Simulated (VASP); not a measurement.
GaN: single point with BLYP

GaN:

```xyz
2
Lattice="0.0000 2.2684 2.2684 2.2684 0.0000 2.2684 2.2684 2.2684 0.0000" Properties=species:S:1:pos:R:3 pbc="T T T"
Ga    0.0000    0.0000    0.0000
N     1.1342    1.1342    1.1342
```

```yaml
Program: VASP 6.6.1
Task: single point
Functional: BLYP
Potentials_or_basis: VASP PAW PBE potentials, release 64 (Ga_d, N_h)
Cutoff: 1330 eV
k_mesh: 10 × 10 × 10
Occupations: fermi-dirac, width 0.05 eV
Spin: no spin polarisation
```

```
Pressure               : 8.1 GPa
Band gap on the k mesh : 1.68 eV
```

Levels at points of the mesh, in eV from the valence-band top:
```csv
k point,band 5,band 6,band 7,band 8,band 9,band 10,band 11,band 12,band 13,band 14
"(0.00, 0.00, 0.00)",-13.24,-13.24,0.00,0.00,0.00,1.68,10.18,10.18,10.18,17.59
"(0.50, 0.00, 0.00)",-13.19,-11.92,-6.83,-0.94,-0.94,4.53,8.76,10.32,10.32,15.75
"(0.50, 0.50, 0.00)",-13.16,-11.47,-6.02,-2.60,-2.60,3.59,6.56,11.72,13.72,13.72
```

It took 59 s on 1 thread of Intel(R) Xeon(R) Platinum 8375C CPU @ 2.90GHz (Ice Lake), on a shared host, peak memory 0.28 GiB.

Caveat: the cell stands under pressure; the PAW data sets were made with another functional, which shifts forces and pressure a little.
